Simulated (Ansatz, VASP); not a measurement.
## Se: VASP beside Ansatz

```
Se
1.0
     4.50398    0.00000    0.00000
    -2.25199    3.90056    0.00000
     0.00000    0.00000    4.99190
Se
3
Cartesian
  0.9782 0.0000 1.6640
  -0.4891 0.8471 3.3279
  1.7629 3.0534 0.0000
```

Alike in both runs: functional r2SCAN; k mesh 9 × 9 × 6; occupations gaussian, width 0.02 eV; no spin polarisation.

Ansatz relaxed the structure, and its values are those at the end. VASP's run is a single point on that final structure, the one shown.

```csv
,VASP,Ansatz
version,VASP 6.6.1,Ansatz 0.2.0
potentials or method,"VASP PAW PBE potentials, release 64 (Se), cutoff 520 eV","scalar-relativistic, plane waves, PAW"
valence electrons in the cell,18,48
```

Ansatz gave:

```
gap on the k mesh at the Fermi level (eV) : 1.34
least direct gap on the mesh (eV)         : 1.59
pressure (GPa)                            : 0.0
```

Problem. Estimate VASP's values.

Solution. gap on the k mesh at the Fermi level (eV): 1.33; least direct gap on the mesh (eV): 1.58; pressure (GPa): 0.0.

VASP's potentials were made for PBE, not for r2SCAN. With one functional, cell and mesh, what is left measures potentials, basis and numerics. VASP's potentials hold 18 valence electrons a cell and Ansatz's 48, so a difference there can come from the potentials and not from the codes.
